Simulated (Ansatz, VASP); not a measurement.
Ni: VASP beside Ansatz

File INCAR:

```
PREC = Accurate ; ENCUT = 520
EDIFF = 1E-6 ; ISMEAR = -1
SIGMA = 0.1 ; LREAL = F
LASPH = T ; NELM = 150
ALGO = Normal ; ISIF = 2
LWAVE = F ; LCHARG = F
ISPIN = 2 ; MAGMOM = 2 2
LORBIT = 11 ; LMAXMIX = 4
GGA = PE ; NBANDS = 21
```

File KPOINTS:

```
Automatic mesh
0
Gamma
  11 11 11
```

The input POSCAR:

```
Ni
1.0
    3.5342000000      1.7671000000      1.7671000000
    1.7671000000      3.5342000000      1.7671000000
    1.7671000000      1.7671000000      3.5342000000
Ni
2
Direct
    0.0000000000      0.0000000000      0.0000000000
    0.5000000000      0.5000000000      0.5000000000
```

Input for Ansatz:

```yaml
crystal:
  lattice:
    - [3.5342, 1.7671, 1.7671]
    - [1.7671, 3.5342, 1.7671]
    - [1.7671, 1.7671, 3.5342]
  atoms:
    - { symbol: Ni, position: [0.0, 0.0, 0.0], spin: 2.0 }
    - { symbol: Ni, position: [0.5, 0.5, 0.5], spin: 2.0 }
magnetization:
  spin_polarized: true
hamiltonian:
  xc: pbe
  pseudopotentials: { kind: paw }
basis:
  ecutwfc: 420
kpoints:
  mp_grid: { grid: [11, 11, 11] }
scf:
  occupations: { method: fermi_dirac, width: 0.1 }
  lower_state_search: "off"
output:
  forces: true
  stress: true
```

Alike in both runs: task single point; functional PBE; k mesh 11 × 11 × 11; occupations fermi-dirac, width 0.1 eV; collinear spin.

```csv
,VASP,Ansatz
version,VASP 6.6.1,Ansatz 0.2.0
potentials or method,"VASP PAW PBE potentials, release 64 (Ni), cutoff 520 eV","PAW, plane waves, scalar-relativistic"
valence electrons in the cell,20,36
```

```tsv
	VASP	Ansatz	Ansatz less VASP
pressure (GPa)	-2.4	-2.3	+0.09
traceless stress, the component that is largest in VASP (GPa)	0.07	0.07	-0.003
net moment per atom (μB)	0.60	0.61	+0.011
size of the moment on the site where the two differ most (μB)	0.61	0.65	+0.035
```

Site moments also hang on the region over which each program counts them. VASP's potentials hold 20 valence electrons a cell and Ansatz's 36, so a difference there can come from the potentials and not from the codes.
